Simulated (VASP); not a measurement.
# Zn (Im-3m) in VASP: notebook

Runs on Zn. Level: PBE. Tasks: single point.

Program: VASP 6.6.1. These are calculated values, not measurements. Logs are shortened: lines on timing, memory, paths and dates and some standing lists are left out, and cuts for length are marked.

### 1 The cell of the first run

Symmetry: Im-3m, No. 229, cubic system. Conventional cell: a = 3.110 Å, b = 3.110 Å, c = 3.110 Å, α = 90.00°, β = 90.00°, γ = 90.00°. Zn (site symmetry m-3m) has 14 Zn at 2.69 to 3.11 Å within 3.6 Å.

This isn't the form of Zn at room conditions, which is hcp.

### 2 Single point, PBE

INCAR reads:

```
ALGO = Normal
EDIFF = 1E-6
ENCUT = 520
GGA = PE
ISIF = 2
ISMEAR = -1
LASPH = T
LCHARG = F
LREAL = F
LWAVE = F
NBANDS = 12
NELM = 100
PREC = Accurate
SIGMA = 0.06122561905347299
```

KPOINTS reads:

```
k-points
0
Gamma
  25 25 25
```

POSCAR reads:

```
Zn
1.0
   -1.5551790959      1.5551790959      1.5551790959
    1.5551790959     -1.5551790959      1.5551790959
    1.5551790959      1.5551790959     -1.5551790959
Zn
1
Direct
    0.0000000000      0.0000000000      0.0000000000
```

Potentials or basis: VASP PAW PBE potentials, release 64 (Zn).

The run is started by

```sh
cat potpaw_PBE.64/Zn/POTCAR > POTCAR
mpirun -np 1 vasp_std > vasp.out
```

OUTCAR:

```text
EDIFF = 1E-6
   ENCUT = 520
   GGA = PE
   ISIF = 2
   ISMEAR = -1
   LASPH = T
   LREAL = F
   NELM = 100
   PREC = Accurate

 ion  position               nearest neighbor table
   1  0.000  0.000  0.000-

  LATTYP: Found a body centered cubic cell.
 ALAT       =     3.1103581918

  Lattice vectors:

 A1 = (  -1.5551790959,   1.5551790959,   1.5551790959)
 A2 = (   1.5551790959,  -1.5551790959,   1.5551790959)
 A3 = (   1.5551790959,   1.5551790959,  -1.5551790959)

Analysis of symmetry for initial positions (statically):
=====================================================================
 Subroutine PRICEL returns:
 Original cell was already a primitive cell.

 Routine SETGRP: Setting up the symmetry group for a
 body centered cubic supercell.

 Subroutine GETGRP returns: Found 48 space group operations
 (whereof 48 operations were pure point group operations)
 out of a pool of 48 trial point group operations.

The static configuration has the point symmetry O_h .

Analysis of symmetry for dynamics (positions and initial velocities):
=====================================================================
 Subroutine PRICEL returns:
 Original cell was already a primitive cell.

 Routine SETGRP: Setting up the symmetry group for a
 body centered cubic supercell.

 Subroutine GETGRP returns: Found 48 space group operations
 (whereof 48 operations were pure point group operations)
 out of a pool of 48 trial point group operations.

The dynamic configuration has the point symmetry O_h .

 Subroutine INISYM returns: Found 48 space group operations
 (whereof 48 operations are pure point group operations),
 and found     1 'primitive' translations

----------------------------------------------------------------------------------------

                                     Primitive cell

  volume of cell :      15.0453

  direct lattice vectors                    reciprocal lattice vectors
    -1.555179096  1.555179096  1.555179096     0.000000000  0.321506379  0.321506379
     1.555179096 -1.555179096  1.555179096     0.321506379  0.000000000  0.321506379
     1.555179096  1.555179096 -1.555179096     0.321506379  0.321506379  0.000000000

  length of vectors
     2.693649209  2.693649209  2.693649209     0.454678682  0.454678682  0.454678682

  position of ions in fractional coordinates (direct lattice)
     0.000000000  0.000000000  0.000000000

  ion indices of the primitive-cell ions
   primitive index   ion index
                 1           1

----------------------------------------------------------------------------------------

 KPOINTS: k-points

Automatic generation of k-mesh.
 Grid dimensions read from file:
 generate k-points for:   25   25   25

 Generating k-lattice:

  Cartesian coordinates                     Fractional coordinates (reciprocal lattice)
     0.000000000  0.012860255  0.012860255     0.040000000  0.000000000  0.000000000
     0.012860255  0.000000000  0.012860255     0.000000000  0.040000000  0.000000000
     0.012860255  0.012860255  0.000000000     0.000000000  0.000000000  0.040000000

  Length of vectors
     0.018187147  0.018187147  0.018187147

  Shift w.r.t. Gamma in fractional coordinates (k-lattice)
     0.000000000  0.000000000  0.000000000

 Subroutine IBZKPT returns following result:
 ===========================================

 Found    455 irreducible k-points:

 Following reciprocal coordinates:
            Coordinates               Weight
  0.000000  0.000000  0.000000      1.000000
  0.040000  0.000000  0.000000     12.000000
  0.080000  0.000000  0.000000     12.000000
  0.120000  0.000000  0.000000     12.000000
  0.160000  0.000000  0.000000     12.000000
  0.200000  0.000000  0.000000     12.000000
[... 16 lines left out ...]
  0.400000  0.040000  0.000000     48.000000
  0.440000  0.040000  0.000000     48.000000
 [... further k-points ...]
   k-points           NKPTS =    455   k-points in BZ     NKDIM =    455   number of bands    NBANDS=     12
   number of dos      NEDOS =    301   number of ions     NIONS =      1
   total plane-waves  NPLWV =   8000
   dimension x,y,z NGX =    20 NGY =   20 NGZ =   20
   dimension x,y,z NGXF=    40 NGYF=   40 NGZF=   40
   ions per type =               1
   NGX,Y,Z   is equivalent  to a cutoff of  12.34, 12.34, 12.34 a.u.
   NGXF,Y,Z  is equivalent  to a cutoff of  24.69, 24.69, 24.69 a.u.
 SYSTEM =  unknown system
   PREC   = accura    normal or accurate (medium, high low for compatibility)
   ISTART =      0    job   : 0-new  1-cont  2-samecut
   ICHARG =      2    charge: 1-file 2-atom 10-const
   ISPIN  =      1    spin polarized calculation?
   LNONCOLLINEAR =      F non collinear calculations
   LSORBIT =      F    spin-orbit coupling
   LASPH  =      T    aspherical Exc in radial PAW
   ENCUT  =  520.0 eV  38.22 Ry    6.18 a.u.   5.01  5.01  5.01*2*pi/ulx,y,z
   NELM   =    100;   NELMIN=  2; NELMDL= -5     # of ELM steps
   EDIFF  = 0.1E-05   stopping-criterion for ELM
   LREAL  =      F    real-space projection
   EDIFFG = 0.1E-04   stopping-criterion for IOM
   NSW    =      0    number of steps for IOM
   IBRION =     -1    ionic relax: 0-MD 1-quasi-New 2-CG
   NFREE  =      0    steps in history (QN), initial steepest desc. (CG)
   ISIF   =      2    stress and relaxation
   ISYM   =      2    0-nonsym 1-usesym 2-fastsym
   POTIM  = 0.5000    time-step for ionic-motion
   TEBEG  =    0.0;   TEEND  =   0.0 temperature during run
   PSTRESS=    0.0 pullay stress
   NELECT =      12.0000    total number of electrons
   NUPDOWN=      -1.0000    fix difference up-down
   EMIN   =  10.00;   EMAX   =-10.00  energy-range for DOS
   EFERMI =   0.00;   METHOD = LEGACY
   ISMEAR =    -1;   SIGMA  =   0.06  broadening in eV -4-tet -1-fermi 0-gaus
   EFERMI_NEDOS =   21; number of points for ismear=-14 and -15
   IALGO  =     38    algorithm
   IMIX   =      4    mixing-type and parameters
     AMIX     =   0.40;   BMIX     =  1.00
     AMIX_MAG =   1.60;   BMIX_MAG =  1.00
  volume/ion in A,a.u.               =      15.05       101.53
  Fermi-wavevector in a.u.,A,eV,Ry     =   1.518220  2.869021 31.361339  2.304993
  Thomas-Fermi vector in A             =   2.627370
   LORBIT       =      0    0 simple, 1 ext, 2 COOP (PROOUT), +10 PAW based schemes
   GGA     = PE    functional components
   LHFCALC =     F    Hartree Fock is set to
   AEXX    =    0.0000 exact exchange contribution
   IVDW    =     0    specifies the selected vdW correction
   LEPSILON=     F    determine dielectric tensor
   LRPA    =     F    only Hartree local field effects (RPA)
 non-spin polarized calculation
  energy-cutoff  :      520.00
  volume of cell :       15.05
 maximum number of plane-waves:       420
   NGX =  9   NGY =  9   NGZ =  9

 number of electron      12.0000021 magnetization

 Free energy of the ion-electron system (eV)
  ---------------------------------------------------
  ext. energy  EPLUGINS =         0.00000000
  ---------------------------------------------------
  free energy    TOTEN  =        -1.02353799 eV

  energy without entropy =       -1.01947102  energy(sigma->0) =       -1.02150451

 E-fermi :   3.3333     XC(G=0): -11.6226

 val. band max:        3.3171087551   @ k =  -0.4400  -0.4800   0.2400
 cond. band min:       3.3430510992   @ k =  -0.4400   0.4800   0.0800
 fundamental gap:      0.0259423441
 Fermi energy:         3.3333072071

 k-point     1 :       0.0000    0.0000    0.0000
  band No.  band energies     occupation
      1      -7.2718      2.00000
      2      -4.5489      2.00000
      3      -4.5489      2.00000
      4      -4.5489      2.00000
      5      -4.0283      2.00000
      6      -4.0283      2.00000
      7      22.6874      0.00000
      8      22.6874      0.00000
      9      22.6874      0.00000
     10      24.2268      0.00000
     11      24.2268      0.00000
     12      24.2268      0.00000

 k-point     2 :       0.0400    0.0000    0.0000
  band No.  band energies     occupation
      1      -7.2202      2.00000
      2      -4.5539      2.00000
      3      -4.5478      2.00000
      4      -4.5364      2.00000
      5      -4.0332      2.00000
      6      -4.0280      2.00000
      7      21.8589      0.00000
      8      22.2328      0.00000
      9      22.4401      0.00000
     10      23.5336      0.00000
     11      23.7588      0.00000
     12      24.0565      0.00000

 k-point     3 :       0.0800    0.0000    0.0000
  band No.  band energies     occupation
      1      -7.0666      2.00000
      2      -4.5686      2.00000
      3      -4.5443      2.00000
      4      -4.4997      2.00000
      5      -4.0466      2.00000
      6      -4.0271      2.00000
      7      19.9693      0.00000
      8      21.3049      0.00000
      9      21.7499      0.00000
     10      22.9725      0.00000
     11      23.0020      0.00000
     12      24.0183      0.00000
[... 286 lines left out ...]
 k-point    23 :       0.4000    0.0400    0.0000
  band No.  band energies     occupation
      1      -5.1986      2.00000
      2      -4.8411      2.00000
      3      -4.0672      2.00000
      4      -4.0042      2.00000
      5      -3.7580      2.00000
      6      -1.0726      2.00000
      7       4.4233      0.00000
      8      14.6353      0.00000
      9      15.9648      0.00000
     10      19.4010      0.00000
     11      20.8262      0.00000
     12      29.1672      0.00000

 k-point    24 :       0.4400    0.0400    0.0000
  band No.  band energies     occupation
      1      -5.2107      2.00000
      2      -4.8553      2.00000
      3      -4.0593      2.00000
      4      -4.0026      2.00000
      5      -3.7125      2.00000
      6      -0.0510      2.00000
      7       3.0980      1.95807
      8      14.4397      0.00000
      9      15.7987      0.00000
     10      19.2872      0.00000
     11      20.7503      0.00000
     12      30.1336      0.00000

 [... further k-points ...]
[... 5 lines left out ...]
  --------------------------------------------------------------------------------------
  -------------------------------------------------------------------------------------
  Total        0.1817516      0.1817516      0.1817516      0.0000000      0.0000000      0.0000000
  in kB       19.3547488     19.3547488     19.3547488      0.0000000      0.0000000      0.0000000
  external PRESSURE =      19.3547488 kB  Pullay stress =       0.0000000 kB

 VOLUME and BASIS-vectors are now :
 -----------------------------------------------------------------------------
  energy-cutoff  :      520.00
  volume of cell :       15.05
      direct lattice vectors                 reciprocal lattice vectors
    -1.555179096  1.555179096  1.555179096     0.000000000  0.321506379  0.321506379
     1.555179096 -1.555179096  1.555179096     0.321506379  0.000000000  0.321506379
     1.555179096  1.555179096 -1.555179096     0.321506379  0.321506379  0.000000000

 POSITION                                       TOTAL-FORCE (eV/Angst)
 -----------------------------------------------------------------------------------
      0.00000      0.00000      0.00000         0.000000      0.000000      0.000000
 -----------------------------------------------------------------------------------
    total drift:                                0.000000      0.000000      0.000000

  FREE ENERGIE OF THE ION-ELECTRON SYSTEM (eV)
  ---------------------------------------------------
  free  energy   TOTEN  =        -1.0235379901 eV

  energy  without entropy=       -1.0194710200  energy(sigma->0) =       -1.02150451
```

Run time: 71 s. Hardware: 1 thread of Intel Xeon 8259CL, shared host; peak memory 0.19 GiB.

What came out:

```yaml
Free_energy: -1.0235 eV
Pressure: 1.9 GPa
Band_gap_on_the_k_mesh: zero (bands 6 and 7 overlap by 4.85 eV)
```

### 3 Single point, PBE

This run uses another cell than the first one, of 15.35 Å³/atom.

INCAR, as its differences from that of step 2:

```diff
@@ -11,3 +11,3 @@
 NBANDS = 12
-NELM = 100
+NELM = 60
 PREC = Accurate
```

KPOINTS is that of step 2.

POSCAR reads:

```
Zn
1.0
   -1.5656873816      1.5656873816      1.5656873816
    1.5656873816     -1.5656873816      1.5656873816
    1.5656873816      1.5656873816     -1.5656873816
Zn
1
Direct
    0.0000000000      0.0000000000      0.0000000000
```

Potentials or basis: VASP PAW PBE potentials, release 64 (Zn).

The run is started by

```sh
cat potpaw_PBE.64/Zn/POTCAR > POTCAR
mpirun -np 1 vasp_std > vasp.out
```

It took 72 s on 1 thread of Intel Xeon 8259CL, shared host; peak memory 0.19 GiB.

It converged, with:

```yaml
Free_energy: -1.0257 eV
Pressure: 0.5 GPa
Band_gap_on_the_k_mesh: zero (bands 6 and 7 overlap by 4.84 eV)
```

Levels at points of the mesh, in eV from the Fermi level:
| k point | band 3 | band 4 | band 5 | band 6 | band 7 | band 8 | band 9 | band 10 |
| --- | --- | --- | --- | --- | --- | --- | --- | --- |
| (0.00, 0.00, 0.00) | -7.81 | -7.81 | -7.31 | -7.31 | 19.03 | 19.03 | 19.03 | 20.73 |

### 4 Single point, PBE

This run uses another cell than the first one, of 15.35 Å³/atom.

INCAR reads:

```
SYSTEM = Zn
PREC     = Accurate       ! precision mode
ENCUT    = 520            ! plane-wave cutoff, eV
EDIFF    = 1E-6           ! SCF threshold, eV
ISMEAR   = -1             ! smearing method
SIGMA    = 0.06122561905347299 ! smearing width, eV
LREAL    = .False.        ! projectors in reciprocal space
LASPH    = .True.         ! aspherical terms in the spheres
NELM     = 60             ! most SCF steps
ALGO     = Normal         ! electronic algorithm
ISIF     = 2              ! what is computed and relaxed
LWAVE    = .False.        ! write WAVECAR
LCHARG   = .False.        ! write CHGCAR
GGA      = PE             ! functional
NBANDS   = 12             ! bands
```

KPOINTS reads:

```
regular mesh
0
Gamma
  25 25 25
  0 0 0
```

POSCAR is that of step 3.

The run is started by

```sh
cat potpaw_PBE.64/Zn/POTCAR > POTCAR
mpirun -np 1 vasp_std > vasp.out
```

It took 74 s on 1 thread of Intel Xeon 8259CL, shared host; peak memory 0.19 GiB.

Results (log left out):

```
Free energy            : -1.0257 eV
Pressure               : 0.5 GPa
Band gap on the k mesh : zero (bands 6 and 7 overlap by 4.84 eV)
```

Levels at points of the mesh, in eV from the Fermi level:
```
           k point  band 3  band 4  band 5  band 6  band 7  band 8  band 9  band 10
(0.00, 0.00, 0.00)   -7.81   -7.81   -7.31   -7.31   19.03   19.03   19.03    20.73
```
